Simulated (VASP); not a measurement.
Runs of VASP 6.6.1 on YSb. The structure is that of space group Fm-3m (No. 225), or close to it. The cells are those of the table. 

```tsv
cell	gap on the mesh (eV)	pressure (GPa)
a = 4.377 Å, angles 60.0°, 2 atoms	none	(a)
a = 4.518 Å, angles 60.0°, 2 atoms	none	-7.9
a = 4.449 Å, angles 60.0°, 2 atoms	none	-6.1
a = 4.413 Å, angles 60.0°, 2 atoms	none	-5.0
a = 4.265 Å, angles 60.0°, 2 atoms	none	1.2
a = 4.340 Å, angles 60.0°, 2 atoms	none	-2.3
a = 4.303 Å, angles 60.0°, 2 atoms	none	-0.6
a = 4.226 Å, angles 60.0°, 2 atoms	none	3.3
a = 4.484 Å, angles 60.0°, 2 atoms	none	(b)
```

Alike in all rows: task single point; level LDA; potentials or basis VASP PAW LDA potentials, release 64 (Y_sv, Sb); no spin polarisation; k mesh 7 × 7 × 7; cutoff (eV) 500; smearing gaussian 0.05 eV.

Problem. Fill in the values left out.

Solution. (a) -3.7; (b) -7.1.

Caveats: spin-orbit coupling is left out, which moves the levels of the heavy elements; the cell stands under tension (at least some runs); the cell stands under pressure (at least some runs).

A k mesh can miss the band edges, and the runs leave out spin-orbit coupling on Sb, Y.

A gap of «none» marks levels without a gap at the run's occupations.
